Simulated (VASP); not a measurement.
## Pt: single point with LDA

Pt:

```
Pt
1.0
     2.70819    0.00000    0.00000
    -1.35410    2.34536    0.00000
     0.00000    0.00000    4.67740
Pt
2
Direct
  0.68698 0.37397 0.75000
  0.31302 0.62603 0.25000
```

This cell differs from its parent crystal: atoms displaced along a vibrational mode.

```yaml
Program: VASP 6.6.1
Task: single point
Functional: LDA
Potentials_or_basis: VASP PAW LDA potentials, release 64 (Pt)
Cutoff: 520 eV
k_mesh: 18 × 18 × 10
Occupations: gaussian, width 0.15 eV
Spin: no spin polarisation
Dipole_correction: no
Further_INCAR_settings: ALGO = Fast; EDIFF = 1e-07; NBANDS = 17
```

The pressure is 1.1 GPa, the largest force is 0.110 eV/Å and the band gap on the k mesh is zero (bands 10 and 11 overlap by 1.39 eV).

Forces in eV/Å, atoms in the order of the input:
```
Pt   0.000  0.110  0.000
Pt   0.000 -0.110  0.000
```

Stress tensor (GPa, compression positive):
```
1.15 0.00 0.00
0.00 1.08 0.00
0.00 0.00 1.01
```

Levels at points of the mesh, in eV from the Fermi level:
```
           k point  band 8  band 9  band 10  band 11  band 12  band 13
(0.00, 0.00, 0.00)   -2.45   -1.54    -0.97    -0.69     0.12     5.18
(0.50, 0.00, 0.00)   -0.15    0.28     0.57     2.60     3.72     7.87
(0.00, 0.50, 0.00)    0.10    0.41     0.43     1.89     4.34     6.95
(0.00, 0.00, 0.50)   -3.73   -1.05    -1.05    -0.78    -0.78    12.41
(0.50, 0.00, 0.50)   -0.62    0.43     0.43     1.39     1.39     7.10
(0.00, 0.50, 0.50)   -1.67    0.45     0.45     2.26     2.26     6.43
```

Wall time 100 s on 1 thread of Intel(R) Xeon(R) 6975P-C (Granite Rapids), with other jobs on the host, peak memory 0.32 GiB.

Caveat: the cell differs from its parent crystal (atoms displaced along a vibrational mode); spin-orbit coupling is left out, which moves the levels of the heavy elements.
